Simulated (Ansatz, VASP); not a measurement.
# Two plane-wave programs on KI

The input INCAR:

```
SYSTEM = KI
PREC     = Accurate       ! precision mode
ENCUT    = 520            ! plane-wave cutoff, eV
EDIFF    = 1E-8           ! SCF threshold, eV
ISMEAR   = -1             ! smearing method
SIGMA    = 0.01           ! smearing width, eV
LREAL    = .False.        ! projectors in reciprocal space
LASPH    = .True.         ! aspherical terms in the spheres
NELM     = 60             ! most SCF steps
ALGO     = Normal         ! electronic algorithm
ISIF     = 2              ! what is computed and relaxed
LWAVE    = .False.        ! write WAVECAR
LCHARG   = .False.        ! write CHGCAR
GGA      = PS             ! functional
LEFG     = .True.       
NBANDS   = 15             ! bands
```

The input KPOINTS:

```
Automatic mesh
0
Gamma
  8 8 8
  0 0 0
```

POSCAR

```
KI
1.0
    0.0000000000      3.4526002195      3.4526002195
    3.4526002195      0.0000000000      3.4526002195
    3.4526002195      3.4526002195      0.0000000000
K I
1 1
Direct
    0.0000000000      0.0000000000      0.0000000000
    0.5000000000      0.5000000000      0.5000000000
```

Input for Ansatz:

```yaml
crystal:
  lattice:
    - [0.0, 3.4526002195, 3.4526002195]
    - [3.4526002195, 0.0, 3.4526002195]
    - [3.4526002195, 3.4526002195, 0.0]
  atoms:
    - { symbol: K, position: [0.0, 0.0, 0.0] }
    - { symbol: I, position: [0.5, 0.5, 0.5] }
kpoints:
  mp_grid: { grid: [8, 8, 8] }
scf:
  occupations: { method: fermi_dirac, width: 0.01 }
hamiltonian:
  xc: pbesol
  pseudopotentials: { kind: paw }
output:
  forces: true
  stress: true
  eigenvalues: true
  efg: { contact_densities: true }
  write_density: true
  write_potential: true
  elf: true
  volumetric_format: npy
```

Change from the starting cell: volume scaled by 0.94, PAW files.

Alike in both runs: task electric field gradients; functional PBEsol; k mesh 8 × 8 × 8; occupations fermi-dirac, width 0.01 eV; no spin polarisation.

```csv
,VASP,Ansatz
version,VASP 6.6.1,Ansatz 0.2.0
potentials or method,"VASP PAW PBE potentials, release 64 (K_sv, I)","PAW with Ansatz's default frozen-core files, scalar-relativistic"
plane-wave cutoff (eV),520,420
valence electrons in the cell,16,26
```

|  | VASP | Ansatz | Ansatz less VASP |
| --- | --- | --- | --- |
| gap on the k mesh at the Fermi level (eV) | 3.97 | 3.97 | +0.005 |
| pressure (GPa) | 0.6 | 0.6 | -0.05 |

VASP's potentials were made for PBE, not for PBEsol. The functional is the same, so the differences come from potentials, cutoffs and numerics. VASP's potentials hold 16 valence electrons a cell and Ansatz's 26, so a difference there can come from the potentials and not from the codes.

Spin-orbit coupling is off throughout.
